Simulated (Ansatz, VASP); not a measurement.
## Si: VASP beside Ansatz

INCAR

```
PREC = Accurate
ENCUT = 520
EDIFF = 1E-6
ISMEAR = 0
SIGMA = 0.05
LREAL = F
LASPH = T
NELM = 80
ALGO = Normal
ISIF = 2
LWAVE = F
LCHARG = F
GGA = PE
NBANDS = 26
```

The input KPOINTS:

```
regular mesh
0
Gamma
  10 10 4
```

The input POSCAR:

```
Si
1.0
    0.0000000000      0.0000000000      3.8608359371
    3.3455832253     -3.3455832253     -1.9304179686
    6.6911664507      6.6911664507      0.0000000000
Si
8
Direct
   -0.0716225569      0.0000000000      0.1786105076
    0.4364186766      0.0000000000      0.6786105076
    0.4364186766      0.0000000000      0.3213894924
   -0.0716225569      0.0000000000      0.8213894924
    0.8448559130      0.6427789847      0.0000000000
    0.4331269521      0.6427789847      0.5000000000
    0.2020769283      0.3572210153      0.0000000000
    0.7903479674      0.3572210153      0.5000000000
```

Input for Ansatz:

```yaml
crystal:
  lattice:
    - [0.0, 0.0, 3.8608359371]
    - [3.3455832253, -3.3455832253, -1.9304179686]
    - [6.6911664507, 6.6911664507, 0.0]
  atoms:
    - { symbol: Si, position: [-0.0716225569, 0.0, 0.1786105076] }
    - { symbol: Si, position: [0.4364186766, 0.0, 0.6786105076] }
    - { symbol: Si, position: [0.4364186766, 0.0, 0.3213894924] }
    - { symbol: Si, position: [-0.0716225569, 0.0, 0.8213894924] }
    - { symbol: Si, position: [0.844855913, 0.6427789847, 0.0] }
    - { symbol: Si, position: [0.4331269521, 0.6427789847, 0.5] }
    - { symbol: Si, position: [0.2020769283, 0.3572210153, 0.0] }
    - { symbol: Si, position: [0.7903479674, 0.3572210153, 0.5] }
basis:
  ecutwfc: 420
kpoints:
  mp_grid: { grid: [10, 10, 4] }
hamiltonian:
  xc: pbe
  pseudopotentials: { kind: paw, azcp: { folder: soft_1 } }
scf:
  occupations: { method: gaussian, width: 0.05 }
output:
  forces: true
  stress: true
  eigenvalues: true
```

Change from the starting cell: mode 4 frozen in at -0.170 Å and mode 7 at -0.261 Å (largest displacements).

Alike in both runs: task single point; functional PBE; k mesh 10 × 10 × 4; occupations gaussian, width 0.05 eV; no spin polarisation.

```csv
,VASP,Ansatz
version,VASP 6.6.1,Ansatz 0.2.0
potentials or method,"VASP PAW PBE potentials, release 64 (Si), cutoff 520 eV","scalar-relativistic, plane waves, PAW"
valence electrons in the cell,32,32
```

```csv
,VASP,Ansatz,Ansatz less VASP
gap on the k mesh at the Fermi level (eV),none,none,-
pressure (GPa),-2.0,-2.0,+0.05
"traceless stress, the component that is largest in VASP (GPa)",0.40,0.42,+0.022
rms of the force components (eV/Å),0.523,0.523,-0.0002
```

Atom by atom the forces differ by 0.002 eV/Å (rms over components). A gap of «none» marks a metal or a gap that the smearing closes.
